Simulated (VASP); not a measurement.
Set up this calculation in VASP 6.6.1, as the native input.

```yaml
Task: single point
Functional: LDA
Potentials_or_basis: VASP PAW LDA potentials, release 64 (C)
Cutoff: 520 eV
k_mesh: 18 × 18 × 2
Occupations: gaussian, width 0.01 eV
Spin: no spin polarisation
Dipole_correction: no
Further_INCAR_settings: ALGO = Normal; EDIFF = 1e-07; NBANDS = 36
```

The structure of C lies in POSCAR:

```
C
1.0
    2.5181519031      0.0000000000      0.0000000000
   -1.2590759516      2.1807835187      0.0000000000
    0.0000000000      0.0000000000     20.3540128359
C
12
Direct
    0.0000000000      0.0000000000      0.9198486215
    0.3333333333      0.6666666667      0.9198202688
    0.0000000000      0.0000000000      0.7468463979
    0.3333333333      0.6666666667      0.7468180452
    0.6666666667      0.3333333333      0.2531819548
    0.0000000000      0.0000000000      0.2531536021
    0.6666666667      0.3333333333      0.0801797312
    0.0000000000      0.0000000000      0.0801513785
    0.3333333333      0.6666666667      0.5865152882
    0.6666666667      0.3333333333      0.5864869355
    0.3333333333      0.6666666667      0.4135130645
    0.6666666667      0.3333333333      0.4134847118
```

This cell differs from its parent crystal: biaxial strain in the a-b plane: +3.0 %.

These files were run (other wordings do the same):

INCAR

```
SYSTEM = C
ALGO = Normal
EDIFF = 1E-7
ENCUT = 520
ISIF = 2
ISMEAR = 0
LASPH = .True.
LCHARG = .True.
LELF = .True.
LREAL = .False.
LVHAR = .True.
LWAVE = .False.
NBANDS = 36
NELM = 60
PREC = Accurate
SIGMA = 0.01
```

KPOINTS

```
k-points
0
Gamma
  18 18 2
  0 0 0
```

Potentials or basis: VASP PAW LDA potentials, release 64 (C).

Run with:

```bash
$ cat potpaw_LDA.64/C/POTCAR > POTCAR
$ mpirun -np 1 vasp_std > vasp.out
```

It gave:

The pressure is -21.3 GPa and the largest force is 0.006 eV/Å.

Caveat: the cell differs from its parent crystal (biaxial strain in the a-b plane: +3.0 %); the cell stands under tension.

Wall time 2.2 min on 1 thread of Intel(R) Xeon(R) 6975P-C (Granite Rapids), with other jobs on the host, peak memory 0.31 GiB.
